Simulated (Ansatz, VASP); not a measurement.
# SnO in VASP and in Ansatz

```
Sn O
1.0
     3.36694    0.00000    0.00000
    -1.68347    2.91585    0.00000
     0.00000    0.00000    8.85973
Sn O
2 2
Direct
  0.33333 0.66667 0.37774
  0.66667 0.33333 0.87774
  0.33333 0.66667 0.99539
  0.66667 0.33333 0.49539
```

Alike in both runs: functional PBE; k mesh 6 × 6 × 4; occupations gaussian, width 0.1 eV; no spin polarisation.

Ansatz relaxed the structure, and its values are those at the end. VASP's run is a single point on that final structure, the one shown.

```csv
,VASP,Ansatz
version,VASP 6.6.1,Ansatz 0.2.0
potentials or method,"VASP PAW PBE potentials, release 64 (Sn_d, O_h), cutoff 910 eV","scalar-relativistic, plane waves, PAW"
valence electrons in the cell,40,40
```

|  | VASP | Ansatz | Ansatz less VASP |
| --- | --- | --- | --- |
| gap on the k mesh at the Fermi level (eV) | 1.45 | 1.48 | +0.032 |
| least direct gap on the mesh (eV) | 1.58 | 1.59 | +0.014 |
| rms of the force components (eV/Å) | 0.030 | 0.002 | -0.0285 |

Noted on VASP's run: the cutoff is short for stress, so the pressure is rough.
